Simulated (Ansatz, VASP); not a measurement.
BN: VASP beside Ansatz

```
B N
1.0
     4.35630    0.00000    0.00000
     0.00000    4.35630    0.00000
     0.00000    0.00000    2.85510
B N
4 4
Direct
  0.17428 0.82572 0.50000
  0.32572 0.32572 0.00000
  0.67428 0.67428 0.00000
  0.82572 0.17428 0.50000
  0.81261 0.81261 0.50000
  0.31261 0.68739 0.00000
  0.68739 0.31261 0.00000
  0.18739 0.18739 0.50000
```

Alike in both runs: task single point; functional PBE; k mesh 6 × 6 × 10; occupations gaussian, width 0.05 eV; no spin polarisation.

```csv
,VASP,Ansatz
version,VASP 6.6.1,Ansatz 0.2.0
potentials or method,"VASP PAW PBE potentials, release 64 (B, N), cutoff 520 eV","scalar-relativistic, plane waves, PAW"
valence electrons in the cell,32,32
```

VASP gave:

```
gap on the k mesh at the Fermi level (eV)                     : 3.72
least direct gap on the mesh (eV)                             : 3.72
pressure (GPa)                                                : -23.0
traceless stress, the component that is largest in VASP (GPa) : -54.81
rms of the force components (eV/Å)                            : 0.284
```

Problem. Which values does Ansatz return?

Solution. gap on the k mesh at the Fermi level (eV): 3.72; least direct gap on the mesh (eV): 3.72; pressure (GPa): -23.2; traceless stress, the component that is largest in VASP (GPa): -54.47; rms of the force components (eV/Å): 0.273.

Atom by atom the forces differ by 0.019 eV/Å (rms over components).
